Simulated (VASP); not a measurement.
# ZrScF4 (P4/mmm) in VASP: a series of runs, part 2 of 2

VASP 6.6.1. Earlier steps stand in the parts before.

## Step 3: Single point, PBE

This run uses another cell than the first one, of 7.15 Å³/atom.

The input, INCAR:

```
SYSTEM = ZrScF4
PREC     = Accurate       ! precision mode
ENCUT    = 520            ! plane-wave cutoff, eV
EDIFF    = 1E-7           ! SCF threshold, eV
ISMEAR   = 0              ! smearing method
SIGMA    = 0.1            ! smearing width, eV
LREAL    = .FALSE.        ! projectors in reciprocal space
LASPH    = .TRUE.         ! aspherical terms in the spheres
NELM     = 100            ! most SCF steps
ALGO     = Normal         ! electronic algorithm
ISIF     = 2              ! what is computed and relaxed
LWAVE    = .FALSE.        ! write WAVECAR
LCHARG   = .TRUE.         ! write CHGCAR
GGA      = PE             ! functional
LELF     = .TRUE.         ! ELF
LVHAR    = .TRUE.       
NBANDS   = 34             ! bands
```

The input, KPOINTS:

```
Automatic mesh
0
G
  6 6 4
  0 0 0
```

The input, POSCAR:

```
ZrScF4
1.0
    3.1190209700      0.0000000000      0.0000000000
    0.0000000000      3.1190209700      0.0000000000
    0.0000000000      0.0000000000      4.4109617600
Zr Sc F
1 1 4
Direct
    0.5000000000      0.5000000000      0.5000000000
    0.0000000000      0.0000000000      0.0000000000
    0.5000000000      0.0000000000      0.2500000000
    0.0000000000      0.5000000000      0.7500000000
    0.5000000000      0.0000000000      0.7500000000
    0.0000000000      0.5000000000      0.2500000000
```

Potentials or basis: VASP PAW PBE potentials, release 64 (Zr_sv, Sc_sv, F).

Launch:

```bash
> cat potpaw_PBE.64/Zr_sv/POTCAR potpaw_PBE.64/Sc_sv/POTCAR potpaw_PBE.64/F/POTCAR > POTCAR
> mpirun -np 1 vasp_std > vasp.out
```

OUTCAR:

```text
SYSTEM = ZrScF4
   PREC = Accurate
   ENCUT = 520
   EDIFF = 1E-7
   ISMEAR = 0
   LREAL = .FALSE.
   LASPH = .TRUE.
   NELM = 100
   ISIF = 2
   GGA = PE

 ion  position               nearest neighbor table
   1  0.500  0.500  0.500-   3 1.91   4 1.91   5 1.91   6 1.91   3 1.91   5 1.91   4 1.91   6 1.91
                             2 3.12   2 3.12   2 3.12   2 3.12   2 3.12   2 3.12   2 3.12   2 3.12
   2  0.000  0.000  0.000-   3 1.91   4 1.91   5 1.91   6 1.91   4 1.91   6 1.91   3 1.91   5 1.91
                             1 3.12   1 3.12   1 3.12   1 3.12   1 3.12   1 3.12   1 3.12   1 3.12
   3  0.500  0.000  0.250-   1 1.91   2 1.91   1 1.91   2 1.91
   4  0.000  0.500  0.750-   1 1.91   2 1.91   2 1.91   1 1.91
   5  0.500  0.000  0.750-   1 1.91   2 1.91   1 1.91   2 1.91
   6  0.000  0.500  0.250-   1 1.91   2 1.91   2 1.91   1 1.91

  LATTYP: Found a simple tetragonal cell.
 ALAT       =     3.1190209700
 C/A-ratio  =     1.4142135633

  Lattice vectors:

 A1 = (   3.1190209700,   0.0000000000,   0.0000000000)
 A2 = (   0.0000000000,   3.1190209700,   0.0000000000)
 A3 = (   0.0000000000,   0.0000000000,   4.4109617600)

Analysis of symmetry for initial positions (statically):
=====================================================================
 Subroutine PRICEL returns:
 Original cell was already a primitive cell.

 Routine SETGRP: Setting up the symmetry group for a
 simple tetragonal supercell.

 Subroutine GETGRP returns: Found 16 space group operations
 (whereof 16 operations were pure point group operations)
 out of a pool of 16 trial point group operations.

The static configuration has the point symmetry D_4h.

Analysis of symmetry for dynamics (positions and initial velocities):
=====================================================================
 Subroutine PRICEL returns:
 Original cell was already a primitive cell.

 Routine SETGRP: Setting up the symmetry group for a
 simple tetragonal supercell.

 Subroutine GETGRP returns: Found 16 space group operations
 (whereof 16 operations were pure point group operations)
 out of a pool of 16 trial point group operations.

The dynamic configuration has the point symmetry D_4h.

 Subroutine INISYM returns: Found 16 space group operations
 (whereof 16 operations are pure point group operations),
 and found     1 'primitive' translations

----------------------------------------------------------------------------------------

                                     Primitive cell

  volume of cell :      42.9111

  direct lattice vectors                    reciprocal lattice vectors
     3.119020970  0.000000000  0.000000000     0.320613426  0.000000000  0.000000000
     0.000000000  3.119020970  0.000000000     0.000000000  0.320613426  0.000000000
     0.000000000  0.000000000  4.410961760     0.000000000  0.000000000  0.226707928

  length of vectors
     3.119020970  3.119020970  4.410961760     0.320613426  0.320613426  0.226707928

  position of ions in fractional coordinates (direct lattice)
     0.500000000  0.500000000  0.500000000
     0.000000000  0.000000000  0.000000000
     0.500000000  0.000000000  0.250000000
     0.000000000  0.500000000  0.750000000
     0.500000000  0.000000000  0.750000000
     0.000000000  0.500000000  0.250000000

[... 38 lines left out ...]
  0.166667  0.000000  0.000000      4.000000
  0.333333  0.000000  0.000000      4.000000
  0.500000  0.000000  0.000000      2.000000
  0.166667  0.166667  0.000000      4.000000
  0.333333  0.166667  0.000000      8.000000
[... 16 lines left out ...]
  0.333333  0.000000  0.500000      4.000000
  0.500000  0.000000  0.500000      2.000000
 [... further k-points ...]
   k-points           NKPTS =     30   k-points in BZ     NKDIM =     30   number of bands    NBANDS=     34
   number of dos      NEDOS =    301   number of ions     NIONS =      6
   total plane-waves  NPLWV =  20736
   dimension x,y,z NGX =    24 NGY =   24 NGZ =   36
   dimension x,y,z NGXF=    48 NGYF=   48 NGZF=   72
   ions per type =               1   1   4
   NGX,Y,Z   is equivalent  to a cutoff of  12.79, 12.79, 13.57 a.u.
   NGXF,Y,Z  is equivalent  to a cutoff of  25.58, 25.58, 27.14 a.u.
 SYSTEM =  ZrScF4
   PREC   = accura    normal or accurate (medium, high low for compatibility)
   ISTART =      0    job   : 0-new  1-cont  2-samecut
   ICHARG =      2    charge: 1-file 2-atom 10-const
   ISPIN  =      1    spin polarized calculation?
   LNONCOLLINEAR =      F non collinear calculations
   LSORBIT =      F    spin-orbit coupling
   LASPH  =      T    aspherical Exc in radial PAW
   ENCUT  =  520.0 eV  38.22 Ry    6.18 a.u.   5.80  5.80  8.20*2*pi/ulx,y,z
   NELM   =    100;   NELMIN=  2; NELMDL= -5     # of ELM steps
   EDIFF  = 0.1E-06   stopping-criterion for ELM
   LREAL  =      F    real-space projection
   EDIFFG = 0.1E-05   stopping-criterion for IOM
   NSW    =      0    number of steps for IOM
   IBRION =     -1    ionic relax: 0-MD 1-quasi-New 2-CG
   NFREE  =      0    steps in history (QN), initial steepest desc. (CG)
   ISIF   =      2    stress and relaxation
   ISYM   =      2    0-nonsym 1-usesym 2-fastsym
   POTIM  = 0.5000    time-step for ionic-motion
   TEBEG  =    0.0;   TEEND  =   0.0 temperature during run
   PSTRESS=    0.0 pullay stress
   NELECT =      51.0000    total number of electrons
   NUPDOWN=      -1.0000    fix difference up-down
   EMIN   =  10.00;   EMAX   =-10.00  energy-range for DOS
   EFERMI =   0.00;   METHOD = LEGACY
   ISMEAR =     0;   SIGMA  =   0.10  broadening in eV -4-tet -1-fermi 0-gaus
   EFERMI_NEDOS =   21; number of points for ismear=-14 and -15
   IALGO  =     38    algorithm
   IMIX   =      4    mixing-type and parameters
     AMIX     =   0.40;   BMIX     =  1.00
     AMIX_MAG =   1.60;   BMIX_MAG =  1.00
  volume/ion in A,a.u.               =       7.15        48.26
  Fermi-wavevector in a.u.,A,eV,Ry     =   1.734103  3.276980 40.914267  3.007114
  Thomas-Fermi vector in A             =   2.807963
   LORBIT       =      0    0 simple, 1 ext, 2 COOP (PROOUT), +10 PAW based schemes
   GGA     = PE    functional components
   LHFCALC =     F    Hartree Fock is set to
   AEXX    =    0.0000 exact exchange contribution
   IVDW    =     0    specifies the selected vdW correction
   LEPSILON=     F    determine dielectric tensor
   LRPA    =     F    only Hartree local field effects (RPA)
 non-spin polarized calculation
 Gauss-broadening in eV      SIGMA  =   0.10
  energy-cutoff  :      520.00
  volume of cell :       42.91
 maximum number of plane-waves:      1208
 NGX is ok and might be reduce to    24
   NGX = 11   NGY = 11   NGZ = 17

 number of electron      50.9999991 magnetization

 Free energy of the ion-electron system (eV)
  ---------------------------------------------------
  ext. energy  EPLUGINS =         0.00000000
  ---------------------------------------------------
  free energy    TOTEN  =       -23.54326744 eV

  energy without entropy =      -23.52415335  energy(sigma->0) =      -23.53371039

 E-fermi :  15.5793     XC(G=0): -14.0233

 val. band max:       15.5661393851   @ k =   0.0000   0.0000   0.2500
 cond. band min:      15.6180139003   @ k =   0.1667   0.1667   0.0000
 fundamental gap:      0.0518745152
 Fermi energy:        15.5793138912

 k-point     1 :       0.0000    0.0000    0.0000
  band No.  band energies     occupation
      1     -35.8757      2.00000
      2     -35.3382      2.00000
      3     -19.5313      2.00000
      4     -16.1566      2.00000
      5     -15.5326      2.00000
      6     -14.7339      2.00000
[... 877 lines left out ...]
     33      20.1952      0.00000
     34      21.0305      0.00000

 [... further k-points ...]

------------------------ aborting loop because EDIFF is reached ----------------------------------------

  FORCE on cell =-STRESS in cart. coord.  units (eV):
  Direction    XX          YY          ZZ          XY          YZ          ZX
  --------------------------------------------------------------------------------------
  -------------------------------------------------------------------------------------
  Total       64.7658764     64.7658764     65.0518419      0.0000000      0.0000000      0.0000000
  in kB     2418.1706562   2418.1706562   2428.8477828      0.0000000      0.0000000      0.0000000
  external PRESSURE =    2421.7296984 kB  Pullay stress =       0.0000000 kB

 VOLUME and BASIS-vectors are now :
 -----------------------------------------------------------------------------
  energy-cutoff  :      520.00
  volume of cell :       42.91
      direct lattice vectors                 reciprocal lattice vectors
     3.119020970  0.000000000  0.000000000     0.320613426  0.000000000  0.000000000
     0.000000000  3.119020970  0.000000000     0.000000000  0.320613426  0.000000000
     0.000000000  0.000000000  4.410961760     0.000000000  0.000000000  0.226707928

 POSITION                                       TOTAL-FORCE (eV/Angst)
 -----------------------------------------------------------------------------------
      1.55951      1.55951      2.20548        -0.000000     -0.000000      0.000000
      0.00000      0.00000      0.00000        -0.000000     -0.000000      0.000000
      1.55951      0.00000      1.10274         0.000000      0.000000     -2.917241
      0.00000      1.55951      3.30822         0.000000     -0.000000      2.917241
      1.55951      0.00000      3.30822        -0.000000     -0.000000      2.917241
      0.00000      1.55951      1.10274        -0.000000      0.000000     -2.917241
 -----------------------------------------------------------------------------------
    total drift:                                0.000000      0.000000     -0.000000

  FREE ENERGIE OF THE ION-ELECTRON SYSTEM (eV)
  ---------------------------------------------------
  free  energy   TOTEN  =       -23.5432674373 eV

  energy  without entropy=      -23.5241533482  energy(sigma->0) =      -23.53371039
```

Wall time 27 s (1 thread of Intel Xeon Platinum 8488C (Sapphire Rapids), shared host); peak memory 0.18 GiB.

Results:

```yaml
Free_energy: -23.5433 eV
Pressure: 242.2 GPa
Largest_force: 2.917 eV/Å
Band_gap_on_the_k_mesh: zero (an odd number of electrons rules out a gap without spin polarisation)
```

Forces in eV/Å, atoms in the order of the input:
```
Zr   0.000  0.000  0.000
Sc   0.000  0.000  0.000
F    0.000  0.000 -2.917
F    0.000  0.000  2.917
F    0.000  0.000  2.917
F    0.000  0.000 -2.917
```

Stress tensor (GPa, compression positive):
```
241.82   0.00   0.00
  0.00 241.82   0.00
  0.00   0.00 242.88
```

Levels at points of the mesh, in eV from the Fermi level:
| k point | band 22 | band 23 | band 24 | band 25 | band 26 | band 27 | band 28 | band 29 | band 30 | band 31 |
| --- | --- | --- | --- | --- | --- | --- | --- | --- | --- | --- |
| (0.00, 0.00, 0.00) | -10.12 | -10.12 | -9.79 | -1.18 | -0.36 | -0.30 | 1.65 | 1.96 | 2.75 | 4.08 |
| (0.50, 0.00, 0.00) | -11.48 | -10.12 | -9.68 | -0.53 | -0.29 | 0.94 | 0.99 | 3.11 | 3.47 | 3.86 |
| (0.50, 0.50, 0.00) | -10.68 | -10.04 | -9.55 | -1.30 | -0.91 | 1.80 | 2.09 | 2.68 | 2.68 | 3.69 |
| (0.00, 0.00, 0.50) | -10.11 | -9.92 | -9.92 | -0.26 | 0.10 | 0.60 | 0.70 | 4.03 | 4.29 | 4.29 |
| (0.50, 0.00, 0.50) | -10.91 | -10.66 | -10.65 | 0.40 | 0.42 | 0.58 | 0.61 | 3.08 | 3.46 | 3.51 |
| (0.50, 0.50, 0.50) | -10.46 | -10.27 | -9.81 | -0.68 | -0.28 | 1.31 | 1.56 | 2.86 | 2.86 | 3.81 |

Caveat: the cell stands under pressure; an odd number of electrons without spin polarisation forces a metal; a magnetic or distorted state may lie lower.

## Step 4: Single point, PBE

The input, INCAR:

```
PREC = Accurate ; ENCUT = 520
EDIFF = 1E-7 ; ISMEAR = 0
SIGMA = 0.1 ; LREAL = F
LASPH = T ; NELM = 80
ALGO = Normal ; ISIF = 2
LWAVE = F ; LCHARG = F
GGA = PE ; NBANDS = 34
```

The input, KPOINTS:

```
regular mesh
0
Gamma
  6 6 4
```

The input, POSCAR:

```
ZrScF4
1.0
    3.4633136012      0.0000000000      0.0000000000
    0.0000000000      3.4633136012      0.0000000000
    0.0000000000      0.0000000000      6.3385452569
Zr Sc F
1 1 4
Direct
    0.5000000000      0.5000000000      0.5000000000
    0.0000000000      0.0000000000      0.0000000000
    0.5000000000      0.0000000000      0.2038798668
    0.0000000000      0.5000000000      0.7961201332
    0.5000000000      0.0000000000      0.7961201332
    0.0000000000      0.5000000000      0.2038798668
```

Potentials or basis: VASP PAW PBE potentials, release 64 (Zr_sv, Sc_sv, F).

Launch:

```bash
> cat potpaw_PBE.64/Zr_sv/POTCAR potpaw_PBE.64/Sc_sv/POTCAR potpaw_PBE.64/F/POTCAR > POTCAR
> mpirun -np 1 vasp_std > vasp.out
```

OUTCAR:

```text
PREC = Accurate
   ENCUT = 520
   EDIFF = 1E-7
   ISMEAR = 0
   LREAL = F
   LASPH = T
   NELM = 80
   ISIF = 2
   GGA = PE

 ion  position               nearest neighbor table
   1  0.500  0.500  0.500-   3 2.55   4 2.55   5 2.55   6 2.55   3 2.55   5 2.55   4 2.55   6 2.55

   2  0.000  0.000  0.000-   3 2.16   4 2.16   5 2.16   6 2.16   4 2.16   6 2.16   3 2.16   5 2.16

   3  0.500  0.000  0.204-   2 2.16   2 2.16   1 2.55   1 2.55
   4  0.000  0.500  0.796-   2 2.16   2 2.16   1 2.55   1 2.55
   5  0.500  0.000  0.796-   2 2.16   2 2.16   1 2.55   1 2.55
   6  0.000  0.500  0.204-   2 2.16   2 2.16   1 2.55   1 2.55

  LATTYP: Found a simple tetragonal cell.
[... 1095 lines left out ...]
  Total        0.0924204      0.0924204      0.2253214      0.0000000      0.0000000      0.0000000
  in kB        1.9476244      1.9476244      4.7483177      0.0000000      0.0000000      0.0000000
  external PRESSURE =       2.8811889 kB  Pullay stress =       0.0000000 kB

 VOLUME and BASIS-vectors are now :
 -----------------------------------------------------------------------------
  energy-cutoff  :      520.00
  volume of cell :       76.03
      direct lattice vectors                 reciprocal lattice vectors
     3.463313601  0.000000000  0.000000000     0.288740817  0.000000000  0.000000000
     0.000000000  3.463313601  0.000000000     0.000000000  0.288740817  0.000000000
     0.000000000  0.000000000  6.338545257     0.000000000  0.000000000  0.157764907

 POSITION                                       TOTAL-FORCE (eV/Angst)
 -----------------------------------------------------------------------------------
      1.73166      1.73166      3.16927        -0.000000      0.000000      0.000000
      0.00000      0.00000      0.00000        -0.000000      0.000000      0.000000
      1.73166      0.00000      1.29230        -0.000000      0.000000      0.052204
      0.00000      1.73166      5.04624        -0.000000      0.000000     -0.052204
      1.73166      0.00000      5.04624        -0.000000      0.000000     -0.052204
      0.00000      1.73166      1.29230         0.000000      0.000000      0.052204
 -----------------------------------------------------------------------------------
    total drift:                                0.000000      0.000000      0.000000

  FREE ENERGIE OF THE ION-ELECTRON SYSTEM (eV)
  ---------------------------------------------------
  free  energy   TOTEN  =       -39.3043168878 eV

  energy  without entropy=      -39.2857578574  energy(sigma->0) =      -39.29503737
```

OSZICAR:

```text
N       E                     dE             d eps       ncg     rms          rms(c)
DAV:   1     0.689400189175E+03    0.68940E+03   -0.25489E+04  2064   0.158E+03
DAV:   2     0.266201501892E+02   -0.66278E+03   -0.63783E+03  2324   0.504E+02
DAV:   3    -0.411188064898E+02   -0.67739E+02   -0.65914E+02  3020   0.167E+02
DAV:   4    -0.447165934829E+02   -0.35978E+01   -0.35067E+01  3070   0.344E+01
[... 12 lines left out ...]
DAV:  17    -0.393043289413E+02    0.11775E-04   -0.69532E-06  3270   0.193E-02    0.219E-02
DAV:  18    -0.393043176006E+02    0.11341E-04   -0.15911E-05  3102   0.275E-02    0.601E-03
DAV:  19    -0.393043170043E+02    0.59636E-06   -0.12308E-06  2946   0.801E-03    0.252E-03
DAV:  20    -0.393043168976E+02    0.10671E-06   -0.32418E-07  2010   0.488E-03    0.302E-04
DAV:  21    -0.393043168878E+02    0.97189E-08   -0.90268E-08  1436   0.221E-03
   1 F= -.39304317E+02 E0= -.39295037E+02  d E =-.185590E-01
```

It took 71 s on 1 thread of Intel Xeon Platinum 8488C (Sapphire Rapids), shared host; peak memory 0.23 GiB.

Results:

```
Free energy            : -39.3043 eV
Pressure               : 0.3 GPa
Largest force          : 0.052 eV/Å
Band gap on the k mesh : zero (an odd number of electrons rules out a gap without spin polarisation)
```

Forces on the atoms (eV/Å):
```
Zr   0.000  0.000  0.000
Sc   0.000  0.000  0.000
F    0.000  0.000  0.052
F    0.000  0.000 -0.052
F    0.000  0.000 -0.052
F    0.000  0.000  0.052
```

Caveat: an odd number of electrons without spin polarisation forces a metal; a magnetic or distorted state may lie lower.

## Step 5: Overview

| task | cell | k mesh | cutoff (eV) | gap on the mesh (eV) | pressure (GPa) | largest force (eV/Å) |
| --- | --- | --- | --- | --- | --- | --- |
| relaxation of cell and atoms | relaxed from a = 3.463, b = 3.463, c = 6.339 Å, 6 atoms, atomic positions A | 12 × 12 × 6 | 600 | none | 0.0 | - |
| single point | a = 3.119, b = 3.119, c = 4.411 Å, 6 atoms, atomic positions B | 6 × 6 × 4 | 520 | none | 242.2 | 2.92 |
| single point | a = 3.463, b = 3.463, c = 6.339 Å, 6 atoms, atomic positions A | 6 × 6 × 4 | 520 | none | 0.3 | 0.05 |

Alike in all rows: level PBE; potentials or basis VASP PAW PBE potentials, release 64 (Zr_sv, Sc_sv, F); no spin polarisation; smearing gaussian 0.1 eV.

Caveats: an odd number of electrons without spin polarisation forces a metal; a magnetic or distorted state may lie lower; the cell stands under pressure (at least some runs).

Total energies depend on the potentials used, so only differences within one code and one set of settings carry meaning.
